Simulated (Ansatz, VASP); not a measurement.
# Na4AlO in VASP and in Ansatz

```
Na Al O
1.0
     3.57666    0.00000    0.00000
    -1.78833    3.09748    0.00000
     0.00000    0.00000   13.66085
Na Al O
4 1 1
Direct
  0.66667 0.33333 0.92992
  0.33333 0.66667 0.07008
  0.33333 0.66667 0.68066
  0.66667 0.33333 0.31934
  0.00000 0.00000 0.50000
  0.00000 0.00000 0.00000
```

Alike in both runs: functional PBE; k mesh 12 × 12 × 4; occupations gaussian, width 0.1 eV; no spin polarisation.

Ansatz relaxed the structure, and its values are those at the end. VASP's run is a single point on that final structure, the one shown.

|  | VASP | Ansatz |
| --- | --- | --- |
| version | VASP 6.6.1 | Ansatz 0.2.0 |
| potentials or method | VASP PAW PBE potentials, release 64 (Na_pv, Al, O), cutoff 520 eV | scalar-relativistic, plane waves, PAW |
| valence electrons in the cell | 37 | 45 |

```tsv
	VASP	Ansatz	Ansatz less VASP
gap on the k mesh at the Fermi level (eV)	none	none	-
pressure (GPa)	0.1	0.0	-0.04
rms of the force components (eV/Å)	0.005	0.002	-0.0033
```

A gap of «none» marks a metal or a gap that the smearing closes. VASP's potentials hold 37 valence electrons a cell and Ansatz's 45, so a difference there can come from the potentials and not from the codes.
